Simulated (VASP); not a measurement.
# ScAl3 (Pm-3m) in VASP: single point with LDA

Aim: the single point of ScAl3 with LDA.

All numbers are computed with VASP 6.6.1; they aren't measurements. Logs are shortened: lines on timing, memory, paths and dates and some standing lists are left out, and cuts for length are marked.

### Step 1. The cell of the first run

The structure is cubic, space group Pm-3m (No. 221). The conventional cell has a = 4.032 Å, b = 4.032 Å, c = 4.032 Å, α = 90.00°, β = 90.00°, γ = 90.00°. Al (site symmetry 4/mmm) has 8 Al at 2.85 Å and 4 Sc at 2.85 Å within 3.8 Å. Sc (site symmetry m-3m) has 12 Al at 2.85 Å within 3.8 Å.

### Step 2. Single point, LDA

Input file INCAR:

```
PREC = Accurate
ENCUT = 520
EDIFF = 1E-6
ISMEAR = 0
SIGMA = 0.1
LREAL = F
LASPH = T
NELM = 60
ALGO = Normal
ISIF = 2
LWAVE = F
LCHARG = T
GGA = CA
LELF = T
LVHAR = T
NBANDS = 18
```

Input file KPOINTS:

```
regular mesh
0
Gamma
  12 12 12
```

Input file POSCAR:

```
ScAl3
1.0
    4.0320976544      0.0000000000      0.0000000000
    0.0000000000      4.0320976544      0.0000000000
    0.0000000000      0.0000000000      4.0320976544
Al Sc
3 1
Direct
    0.0000000000      0.5000000000      0.5000000000
    0.5000000000      0.0000000000      0.5000000000
    0.5000000000      0.5000000000      0.0000000000
    0.0000000000      0.0000000000      0.0000000000
```

Potentials or basis: VASP PAW LDA potentials, release 64 (Al, Sc_sv).

The run is started by

```bash
cat potpaw_LDA.64/Al/POTCAR potpaw_LDA.64/Sc_sv/POTCAR > POTCAR
mpirun -np 1 vasp_std > vasp.out
```

OUTCAR:

```text
PREC = Accurate
   ENCUT = 520
   EDIFF = 1E-6
   ISMEAR = 0
   LREAL = F
   LASPH = T
   NELM = 60
   ISIF = 2
   GGA = CA

 ion  position               nearest neighbor table
   1  0.000  0.500  0.500-   2 2.85   3 2.85   4 2.85   3 2.85   4 2.85   2 2.85   4 2.85   4 2.85
                             2 2.85   3 2.85   3 2.85   2 2.85
   2  0.500  0.000  0.500-   1 2.85   3 2.85   4 2.85   3 2.85   4 2.85   1 2.85   3 2.85   3 2.85
                             1 2.85   4 2.85   4 2.85   1 2.85
   3  0.500  0.500  0.000-   1 2.85   2 2.85   4 2.85   1 2.85   2 2.85   2 2.85   4 2.85   2 2.85
                             1 2.85   4 2.85   1 2.85   4 2.85
   4  0.000  0.000  0.000-   1 2.85   2 2.85   3 2.85   1 2.85   2 2.85   1 2.85   3 2.85   1 2.85
                             2 2.85   3 2.85   2 2.85   3 2.85

  LATTYP: Found a simple cubic cell.
 ALAT       =     4.0320976544

  Lattice vectors:

 A1 = (   4.0320976544,   0.0000000000,   0.0000000000)
 A2 = (   0.0000000000,   4.0320976544,   0.0000000000)
 A3 = (   0.0000000000,   0.0000000000,   4.0320976544)

Analysis of symmetry for initial positions (statically):
=====================================================================
 Subroutine PRICEL returns:
 Original cell was already a primitive cell.

 Routine SETGRP: Setting up the symmetry group for a
 simple cubic supercell.

 Subroutine GETGRP returns: Found 48 space group operations
 (whereof 48 operations were pure point group operations)
 out of a pool of 48 trial point group operations.

The static configuration has the point symmetry O_h .

Analysis of symmetry for dynamics (positions and initial velocities):
=====================================================================
 Subroutine PRICEL returns:
 Original cell was already a primitive cell.

 Routine SETGRP: Setting up the symmetry group for a
 simple cubic supercell.

 Subroutine GETGRP returns: Found 48 space group operations
 (whereof 48 operations were pure point group operations)
 out of a pool of 48 trial point group operations.

The dynamic configuration has the point symmetry O_h .

 Subroutine INISYM returns: Found 48 space group operations
 (whereof 48 operations are pure point group operations),
 and found     1 'primitive' translations

----------------------------------------------------------------------------------------

                                     Primitive cell
[... 90 lines left out ...]
   LNONCOLLINEAR =      F non collinear calculations
   LSORBIT =      F    spin-orbit coupling
   LASPH  =      T    aspherical Exc in radial PAW
   ENCUT  =  520.0 eV  38.22 Ry    6.18 a.u.   7.50  7.50  7.50*2*pi/ulx,y,z
   NELM   =     60;   NELMIN=  2; NELMDL= -5     # of ELM steps
   EDIFF  = 0.1E-05   stopping-criterion for ELM
   LREAL  =      F    real-space projection
   EDIFFG = 0.1E-04   stopping-criterion for IOM
   NSW    =      0    number of steps for IOM
   IBRION =     -1    ionic relax: 0-MD 1-quasi-New 2-CG
   NFREE  =      0    steps in history (QN), initial steepest desc. (CG)
   ISIF   =      2    stress and relaxation
   ISYM   =      2    0-nonsym 1-usesym 2-fastsym
   POTIM  = 0.5000    time-step for ionic-motion
   TEBEG  =    0.0;   TEEND  =   0.0 temperature during run
   PSTRESS=    0.0 pullay stress
   NELECT =      20.0000    total number of electrons
   NUPDOWN=      -1.0000    fix difference up-down
   EMIN   =  10.00;   EMAX   =-10.00  energy-range for DOS
   EFERMI =   0.00;   METHOD = LEGACY
   ISMEAR =     0;   SIGMA  =   0.10  broadening in eV -4-tet -1-fermi 0-gaus
   EFERMI_NEDOS =   21; number of points for ismear=-14 and -15
   IALGO  =     38    algorithm
   IMIX   =      4    mixing-type and parameters
     AMIX     =   0.40;   BMIX     =  1.00
     AMIX_MAG =   1.60;   BMIX_MAG =  1.00
  volume/ion in A,a.u.               =      16.39       110.59
  Fermi-wavevector in a.u.,A,eV,Ry     =   1.102099  2.082664 16.525927  1.214621
  Thomas-Fermi vector in A             =   2.238536
   LORBIT       =      0    0 simple, 1 ext, 2 COOP (PROOUT), +10 PAW based schemes
   GGA     = CA    functional components
   LHFCALC =     F    Hartree Fock is set to
   AEXX    =    0.0000 exact exchange contribution
   IVDW    =     0    specifies the selected vdW correction
   LEPSILON=     F    determine dielectric tensor
   LRPA    =     F    only Hartree local field effects (RPA)
 non-spin polarized calculation
 Gauss-broadening in eV      SIGMA  =   0.10
  energy-cutoff  :      520.00
  volume of cell :       65.55
 maximum number of plane-waves:      1791
 NGX is ok and might be reduce to    30
   NGX = 15   NGY = 15   NGZ = 15

 number of electron      20.0000004 magnetization

 Free energy of the ion-electron system (eV)
  ---------------------------------------------------
  ext. energy  EPLUGINS =         0.00000000
  ---------------------------------------------------
  free energy    TOTEN  =       -21.29361375 eV

  energy without entropy =      -21.28733080  energy(sigma->0) =      -21.29047228

 E-fermi :   7.4353     XC(G=0): -10.7701

 val. band max:        7.4295234319   @ k =   0.3333   0.2500   0.0000
 cond. band min:       7.4510607468   @ k =   0.5000   0.2500   0.2500
 fundamental gap:      0.0215373149
 Fermi energy:         7.4352846997

 k-point     1 :       0.0000    0.0000    0.0000
  band No.  band energies     occupation
      1     -40.8068      2.00000
      2     -19.8719      2.00000
      3     -19.8719      2.00000
      4     -19.8719      2.00000
      5      -2.7710      2.00000
      6       4.7465      2.00000
[... 481 lines left out ...]
      5      -0.3478      2.00000
      6       1.4066      2.00000
[... 10 lines left out ...]
     17      12.0145      0.00000
     18      13.5755      0.00000

 [... further k-points ...]
[... 5 lines left out ...]
  --------------------------------------------------------------------------------------
  -------------------------------------------------------------------------------------
  Total        0.0587688      0.0587688      0.0587688     -0.0000000     -0.0000000     -0.0000000
  in kB        1.4363622      1.4363622      1.4363622     -0.0000000     -0.0000000     -0.0000000
  external PRESSURE =       1.4363622 kB  Pullay stress =       0.0000000 kB

 VOLUME and BASIS-vectors are now :
 -----------------------------------------------------------------------------
  energy-cutoff  :      520.00
  volume of cell :       65.55
      direct lattice vectors                 reciprocal lattice vectors
     4.032097654  0.000000000  0.000000000     0.248009866  0.000000000  0.000000000
     0.000000000  4.032097654  0.000000000     0.000000000  0.248009866  0.000000000
     0.000000000  0.000000000  4.032097654     0.000000000  0.000000000  0.248009866

 POSITION                                       TOTAL-FORCE (eV/Angst)
 -----------------------------------------------------------------------------------
      0.00000      2.01605      2.01605         0.000000      0.000000      0.000000
      2.01605      0.00000      2.01605         0.000000      0.000000      0.000000
      2.01605      2.01605      0.00000         0.000000      0.000000      0.000000
      0.00000      0.00000      0.00000         0.000000      0.000000      0.000000
 -----------------------------------------------------------------------------------
    total drift:                               -0.000000     -0.000000      0.000000

  FREE ENERGIE OF THE ION-ELECTRON SYSTEM (eV)
  ---------------------------------------------------
  free  energy   TOTEN  =       -21.2936137522 eV

  energy  without entropy=      -21.2873308005  energy(sigma->0) =      -21.29047228
```

stdout:

```text
POSCAR found type information on POSCAR AlSc
 POSCAR found :  2 types and       4 ions
 scaLAPACK will be used
 LDA part: xc-table for (Slater(with rela. corr.)+CA(PZ))
 , standard interpolation
 POSCAR, INCAR and KPOINTS ok, starting setup
 FFT: planning ... GRIDC
 FFT: planning ... GRID_SOFT
 FFT: planning ... GRID
 WAVECAR not read
 entering main loop
```

It took 83 s on 1 thread of AMD EPYC 7R13 (Zen 3), shared host; peak memory 0.18 GiB.

Results:

- Free energy: -21.2936 eV
- Pressure: 0.1 GPa
- Band gap on the k mesh: zero (band 10 reaches 8.45 eV, above the bottom of band 11 at 4.50 eV)
